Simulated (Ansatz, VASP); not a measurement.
**Two plane-wave programs on Ag**

POSCAR

```
Ag
1.0
    2.8165848928      0.0000000000      0.0000000000
   -1.4082924464      2.4392340691      0.0000000000
    0.0000000000      0.0000000000      4.7478463295
Ag
2
Direct
    0.3333333333      0.6666666667      0.2500000000
    0.6666666667      0.3333333333      0.7500000000
```

Contents of INCAR.step1:

```
PREC = Accurate
ENCUT = 520
ISMEAR = 0
SIGMA = 0.15
LREAL = F
LASPH = T
NELM = 60
NBANDS = 18
GGA = PE
ALGO = Normal
EDIFF = 1E-4
LWAVE = T
LCHARG = F
```

Contents of INCAR.step2:

```
PREC = Accurate
ENCUT = 520
EDIFF = 1E-7
ISMEAR = 0
SIGMA = 0.15
LREAL = F
LASPH = T
NELM = 60
ALGO = Normal
ISIF = 2
LWAVE = F
LCHARG = F
METAGGA = R2SCAN
LMIXTAU = T
NBANDS = 18
ISTART = 1
```

Contents of KPOINTS:

```
regular mesh
0
Gamma
  24 24 14
```

Input for Ansatz:

```yaml
crystal:
  lattice:
    - [2.8165848928, 0.0, 0.0]
    - [-1.4082924464, 2.4392340691, 0.0]
    - [0.0, 0.0, 4.7478463295]
  atoms:
    - { symbol: Ag, position: [0.3333333333, 0.6666666667, 0.25] }
    - { symbol: Ag, position: [0.6666666667, 0.3333333333, 0.75] }
basis:
  ecutwfc: 500
kpoints:
  mp_grid: { grid: [24, 24, 14] }
hamiltonian:
  xc: r2scan
scf:
  occupations: { method: gaussian, width: 0.15 }
output:
  forces: true
  stress: true
  eigenvalues: true
  write_density: true
  write_potential: true
  elf: true
  volumetric_format: npy
```

Change from the starting cell: strain -0.0300 x Voigt [1, 1, 0, 0, 0, 0], atoms carried along.

Alike in both runs: task single point; functional r2SCAN; k mesh 24 × 24 × 14; occupations gaussian, width 0.15 eV; no spin polarisation.

|  | VASP | Ansatz |
| --- | --- | --- |
| version | VASP 6.6.1 | Ansatz 0.2.0 |
| potentials or method | VASP PAW PBE potentials, release 64 (Ag), cutoff 520 eV | scalar-relativistic, plane waves, PAW |
| valence electrons in the cell | 22 | 38 |

VASP gave:

- gap on the k mesh at the Fermi level (eV): none
- pressure (GPa): 7.7
- traceless stress, the component that is largest in VASP (GPa): -2.44

Estimate Ansatz's values.

gap on the k mesh at the Fermi level (eV): none; pressure (GPa): 7.5; traceless stress, the component that is largest in VASP (GPa): -2.38.

VASP's potentials were made for PBE, not for r2SCAN. A gap of «none» marks a metal or a gap that the smearing closes. The functional is the same, so the differences come from potentials, cutoffs and numerics. VASP's potentials hold 22 valence electrons a cell and Ansatz's 38, so a difference there can come from the potentials and not from the codes.
